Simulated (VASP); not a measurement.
Here is a VASP 6.6.1 calculation.

The input INCAR:

```
SYSTEM = Re
ALGO = Normal
EDIFF = 1E-6
ENCUT = 560
GGA = PE
GGA_COMPAT = .False.
ISIF = 2
ISMEAR = 0
LASPH = .True.
LCHARG = .False.
LREAL = .False.
LWAVE = .False.
NBANDS = 14
NELM = 120
PREC = Accurate
SIGMA = 0.15
```

Contents of KPOINTS:

```
k-points
0
Gamma
  10 10 10
  0 0 0
```

File POSCAR:

```
Re
1.0
    0.0000000000      2.1842676306      1.4468588785
    2.1842676306      0.0000000000      1.4468588785
    2.1842676306      2.1842676306      0.0000000000
Re
1
Direct
    0.0000000000      0.0000000000      0.0000000000
```

Potentials or basis: VASP PAW PBE potentials, release 64 (Re_sv_GW).

Command:

```bash
$ cat potpaw_PBE.64/Re_sv_GW/POTCAR > POTCAR
$ mpirun -np 1 vasp_std > vasp.out
```

Question: Predict the band gap on the k mesh.

Answer: Zero (an odd number of electrons rules out a gap without spin polarisation).

Question: Predict the pressure.

Answer: 37.2 GPa.

Stress tensor (GPa, compression positive):
```
36.19  0.00  0.00
 0.00 36.19  0.00
 0.00  0.00 39.23
```

Caveat: the cell stands under pressure; spin-orbit coupling is left out, which moves the levels of the heavy elements.
